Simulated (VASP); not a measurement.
Here is a VASP 6.6.1 calculation.

File INCAR:

```
SYSTEM = KTaO3
PREC = Accurate ; ENCUT = 520
EDIFF = 1E-6 ; ISMEAR = 0
SIGMA = 0.05 ; LREAL = .False.
LASPH = .True. ; NELM = 60
ALGO = Normal ; ISIF = 2
LWAVE = .False. ; LCHARG = .True.
GGA = PS ; LELF = .True.
LVHAR = .True. ; NBANDS = 27
```

File KPOINTS:

```
Automatic mesh
0
Gamma
  8 8 8
  0 0 0
```

The input POSCAR:

```
KTaO3
1.0
    3.8799934441      0.0000000000      0.0000000000
    0.0000000000      3.8799934441      0.0000000000
    0.0000000000      0.0000000000      4.2047488954
K Ta O
1 1 3
Direct
    0.5000000000      0.5000000000      0.5000000000
    0.0000000000      0.0000000000      0.0000000000
    0.5000000000      0.0000000000      0.0000000000
    0.0000000000      0.5000000000      0.0000000000
    0.0000000000      0.0000000000      0.5000000000
```

Potentials or basis: VASP PAW PBE potentials, release 64 (K_sv, Ta_pv, O).

Command:

```console
$ cat potpaw_PBE.64/K_sv/POTCAR potpaw_PBE.64/Ta_pv/POTCAR potpaw_PBE.64/O/POTCAR > POTCAR
$ mpirun -np 1 vasp_std > vasp.out
```

Problem. What does it give for the pressure?

Solution. 3.2 GPa.

Problem. Estimate the band gap on the k mesh.

Solution. 1.99 eV, indirect (least direct gap 2.50 eV).

Stress tensor (GPa, compression positive):
```
 12.56   0.00   0.00
  0.00  12.56   0.00
  0.00   0.00 -15.43
```

Caveat: the PAW data sets were made with another functional, which shifts forces and pressure a little; spin-orbit coupling is left out, which moves the levels of the heavy elements. A k mesh can miss the band edges.
